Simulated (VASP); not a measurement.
# InAs (Fm-3m) in VASP: settings compared, part 2 of 2

VASP 6.6.1. The steps go on from the part before.

## Step 4: Single point, LDA, non-collinear spin, zero start, spin-orbit coupling

Contents of INCAR:

```
SYSTEM = InAs
ALGO = Normal ; EDIFF = 1E-7
ENCUT = 520 ; GGA = CA
GGA_COMPAT = .FALSE. ; ISIF = 2
ISMEAR = -1 ; LASPH = .TRUE.
LCHARG = .FALSE. ; LNONCOLLINEAR = .TRUE.
LORBIT = 11 ; LORBMOM = .TRUE.
LREAL = .FALSE. ; LSORBIT = .TRUE.
LWAVE = .FALSE. ; MAGMOM = 0 0 0 0 0 0
NBANDS = 30 ; NELM = 150
PREC = Accurate ; SIGMA = 0.05
```

Contents of KPOINTS:

```
k-points
0
G
  6 6 6
  0 0 0
```

Contents of POSCAR:

```
InAs
1.0
    0.0000000000      2.8773040000      2.8773040000
    2.8773040000      0.0000000000      2.8773040000
    2.8773040000      2.8773040000      0.0000000000
In As
1 1
Direct
    0.5000000000      0.5000000000      0.5000000000
    0.0000000000      0.0000000000      0.0000000000
```

Potentials or basis: VASP PAW LDA potentials, release 64 (In_d, As).

The run is started by

```console
> cat potpaw_LDA.64/In_d/POTCAR potpaw_LDA.64/As/POTCAR > POTCAR
> mpirun -np 1 vasp_ncl > vasp.out
```

OUTCAR:

```text
SYSTEM = InAs
   EDIFF = 1E-7
   ENCUT = 520
   GGA = CA
   ISIF = 2
   ISMEAR = -1
   LASPH = .TRUE.
   LNONCOLLINEAR = .TRUE.
   LORBIT = 11
   LREAL = .FALSE.
   LSORBIT = .TRUE.
   NELM = 150
   PREC = Accurate

 ion  position               nearest neighbor table
   1  0.500  0.500  0.500-   2 2.88   2 2.88   2 2.88   2 2.88   2 2.88   2 2.88
   2  0.000  0.000  0.000-   1 2.88   1 2.88   1 2.88   1 2.88   1 2.88   1 2.88

  LATTYP: Found a face centered cubic cell.
 ALAT       =     5.7546080000

  Lattice vectors:

 A1 = (   0.0000000000,   2.8773040000,   2.8773040000)
 A2 = (   2.8773040000,   0.0000000000,   2.8773040000)
 A3 = (   2.8773040000,   2.8773040000,   0.0000000000)

Analysis of symmetry for initial positions (statically):
=====================================================================
 Subroutine PRICEL returns:
 Original cell was already a primitive cell.

 Routine SETGRP: Setting up the symmetry group for a
 face centered cubic supercell.

 Subroutine GETGRP returns: Found 48 space group operations
 (whereof 48 operations were pure point group operations)
 out of a pool of 48 trial point group operations.

The static configuration has the point symmetry O_h .

Analysis of symmetry for dynamics (positions and initial velocities):
=====================================================================
 Subroutine PRICEL returns:
 Original cell was already a primitive cell.

 Routine SETGRP: Setting up the symmetry group for a
 face centered cubic supercell.

 Subroutine GETGRP returns: Found 48 space group operations
 (whereof 48 operations were pure point group operations)
 out of a pool of 48 trial point group operations.

The dynamic configuration has the point symmetry O_h .

Analysis of structural, dynamic, and magnetic symmetry:
=====================================================================
 Subroutine PRICEL returns:
 Original cell was already a primitive cell.

 Routine SETGRP: Setting up the symmetry group for a
 face centered cubic supercell.

 Subroutine GETGRP returns: Found 48 space group operations
 (whereof 48 operations were pure point group operations)
 out of a pool of 48 trial point group operations.

The overall configuration has the point symmetry O_h .

 Subroutine INISYM returns: Found 48 space group operations
 (whereof 48 operations are pure point group operations),
 and found     1 'primitive' translations

----------------------------------------------------------------------------------------

                                     Primitive cell

  volume of cell :      47.6417

  direct lattice vectors                    reciprocal lattice vectors
     0.000000000  2.877304000  2.877304000    -0.173773783  0.173773783  0.173773783
     2.877304000  0.000000000  2.877304000     0.173773783 -0.173773783  0.173773783
     2.877304000  2.877304000  0.000000000     0.173773783  0.173773783 -0.173773783

  length of vectors
     4.069122340  4.069122340  4.069122340     0.300985021  0.300985021  0.300985021

  position of ions in fractional coordinates (direct lattice)
     0.500000000  0.500000000  0.500000000
[... 660 lines left out ...]
  --------------------------------------------------------------------------------------
  -------------------------------------------------------------------------------------
  Total       -1.4775269     -1.4775269     -1.4775269      0.0000000     -0.0000000      0.0000000
  in kB      -49.6888269    -49.6888269    -49.6888269      0.0000000     -0.0000000      0.0000000
  external PRESSURE =     -49.6888269 kB  Pullay stress =       0.0000000 kB

 VOLUME and BASIS-vectors are now :
 -----------------------------------------------------------------------------
  energy-cutoff  :      520.00
  volume of cell :       47.64
      direct lattice vectors                 reciprocal lattice vectors
     0.000000000  2.877304000  2.877304000    -0.173773783  0.173773783  0.173773783
     2.877304000  0.000000000  2.877304000     0.173773783 -0.173773783  0.173773783
     2.877304000  2.877304000  0.000000000     0.173773783  0.173773783 -0.173773783

 POSITION                                       TOTAL-FORCE (eV/Angst)
 -----------------------------------------------------------------------------------
      2.87730      2.87730      2.87730        -0.000000     -0.000000      0.000000
      0.00000      0.00000      0.00000         0.000000      0.000000     -0.000000
 -----------------------------------------------------------------------------------
    total drift:                                0.000000      0.000000      0.000000

  FREE ENERGIE OF THE ION-ELECTRON SYSTEM (eV)
  ---------------------------------------------------
  free  energy   TOTEN  =        -8.7875954523 eV

  energy  without entropy=       -8.7757697619  energy(sigma->0) =       -8.78168261

 orbital moment (x)

 # of ion     p       d       tot
 ----------------------------------------
  1         0.000   0.000   0.000
  2         0.000  -0.000  -0.000
 ----------------------------------------
            0.000   0.000   0.000

 orbital moment (y)

 # of ion     p       d       tot
 ----------------------------------------
  1         0.000  -0.000  -0.000
  2         0.000   0.000   0.000
 ----------------------------------------
            0.000  -0.000  -0.000

 orbital moment (z)

 # of ion     p       d       tot
 ----------------------------------------
  1         0.000   0.000   0.000
  2         0.000   0.000   0.000
 ----------------------------------------
            0.000   0.000   0.000

 Spin-Orbit-Coupling matrix elements

 Ion:    1  E_soc:     -0.0713325
 l=   1
     0.0000000    -0.0054372    -0.0054372
    -0.0054372     0.0000000    -0.0054372
    -0.0054372    -0.0054372     0.0000000
 l=   2
     0.0000000    -0.0013172     0.0000000    -0.0013172    -0.0051344
    -0.0013172     0.0000000    -0.0038508    -0.0013172    -0.0012836
     0.0000000    -0.0038508     0.0000000    -0.0038508     0.0000000
    -0.0013172    -0.0013172    -0.0038508     0.0000000    -0.0012836
    -0.0051344    -0.0012836     0.0000000    -0.0012836     0.0000000
 l=   3
     0.0000000     0.0000000     0.0000000     0.0000000     0.0000000     0.0000000     0.0000000
     0.0000000     0.0000000     0.0000000     0.0000000     0.0000000     0.0000000     0.0000000
     0.0000000     0.0000000     0.0000000     0.0000000     0.0000000     0.0000000     0.0000000
     0.0000000     0.0000000     0.0000000     0.0000000     0.0000000     0.0000000     0.0000000
     0.0000000     0.0000000     0.0000000     0.0000000     0.0000000     0.0000000     0.0000000
     0.0000000     0.0000000     0.0000000     0.0000000     0.0000000     0.0000000     0.0000000
     0.0000000     0.0000000     0.0000000     0.0000000     0.0000000     0.0000000     0.0000000

 Ion:    2  E_soc:     -0.0375567
 l=   1
     0.0000000    -0.0062617    -0.0062617
    -0.0062617     0.0000000    -0.0062617
    -0.0062617    -0.0062617     0.0000000
 l=   2
     0.0000000    -0.0000008     0.0000000    -0.0000008     0.0000031
    -0.0000008     0.0000000     0.0000023    -0.0000008     0.0000008
     0.0000000     0.0000023     0.0000000     0.0000023     0.0000000
    -0.0000008    -0.0000008     0.0000023     0.0000000     0.0000008
     0.0000031     0.0000008     0.0000000     0.0000008     0.0000000
 l=   3
     0.0000000     0.0000000     0.0000000     0.0000000     0.0000000     0.0000000     0.0000000
     0.0000000     0.0000000     0.0000000     0.0000000     0.0000000     0.0000000     0.0000000
     0.0000000     0.0000000     0.0000000     0.0000000     0.0000000     0.0000000     0.0000000
     0.0000000     0.0000000     0.0000000     0.0000000     0.0000000     0.0000000     0.0000000
     0.0000000     0.0000000     0.0000000     0.0000000     0.0000000     0.0000000     0.0000000
     0.0000000     0.0000000     0.0000000     0.0000000     0.0000000     0.0000000     0.0000000
     0.0000000     0.0000000     0.0000000     0.0000000     0.0000000     0.0000000     0.0000000

 total charge

# of ion       s       p       d       tot
------------------------------------------
    1        0.899   0.568   9.875  11.342
    2        1.273   1.435   0.023   2.731
--------------------------------------------------
tot          2.173   2.004   9.897  14.074

 magnetization (x)

# of ion       s       p       d       tot
------------------------------------------
    1       -0.000  -0.000   0.000  -0.000
    2        0.000   0.000  -0.000   0.000
--------------------------------------------------
tot         -0.000  -0.000   0.000  -0.000

 magnetization (y)

# of ion       s       p       d       tot
------------------------------------------
    1       -0.000  -0.000   0.000  -0.000
    2        0.000   0.000   0.000   0.000
--------------------------------------------------
tot         -0.000  -0.000   0.000  -0.000

 magnetization (z)

# of ion       s       p       d       tot
------------------------------------------
    1        0.000   0.000  -0.000   0.000
    2       -0.000   0.000  -0.000  -0.000
--------------------------------------------------
tot          0.000   0.000  -0.000   0.000
```

stdout:

```text
POSCAR found type information on POSCAR InAs
 POSCAR found :  2 types and       2 ions
 scaLAPACK will be used
 LDA part: xc-table for (Slater(with rela. corr.)+CA(PZ))
 , standard interpolation
 POSCAR, INCAR and KPOINTS ok, starting setup
 FFT: planning ... GRIDC
 FFT: planning ... GRID_SOFT
 FFT: planning ... GRID
 WAVECAR not read
 entering main loop
```

Run time: 1.8 min. Hardware: 1 thread of Intel Xeon 6975P-C, shared host; peak memory 0.24 GiB.

Results:

- Free energy: -8.7876 eV
- Pressure: -5.0 GPa
- Net moment: 0.00 μB per cell
- Valence electrons inside the program's atomic spheres: In 11.34; As 2.73

Moments on the atoms (μB; x, y, z):
```
In  0.00 0.00 0.00
As  0.00 0.00 0.00
```

## Step 5: Summary

```tsv
task	level	potentials or basis	spin	cell	k mesh	cutoff (eV)	gap on the mesh (eV)	pressure (GPa)	relaxed volume (Å³/atom)
relaxation of cell and atoms	LDA	VASP PAW LDA potentials, release 64 (In_d, As)	off	relaxed	8 × 8 × 8	600	none	0.0	22.06
relaxation of cell and atoms	PBEsol	VASP PAW PBE potentials, release 64 (In_d, As)	off	relaxed	8 × 8 × 8	600	none	0.0	22.65
single point	LDA	VASP PAW LDA potentials, release 64 (In_d, As)	non-collinear, zero start, SOC	as given	6 × 6 × 6	520	-	-5.0	-
```

Alike in all rows: smearing fermi-dirac 0.05 eV.

Caveats: spin-orbit coupling is left out, which moves the levels of the heavy elements (some runs); the PAW data sets were made with another functional, which shifts forces and pressure a little (some runs).

Total energies depend on the potentials used, so only differences within one code and one set of settings carry meaning.
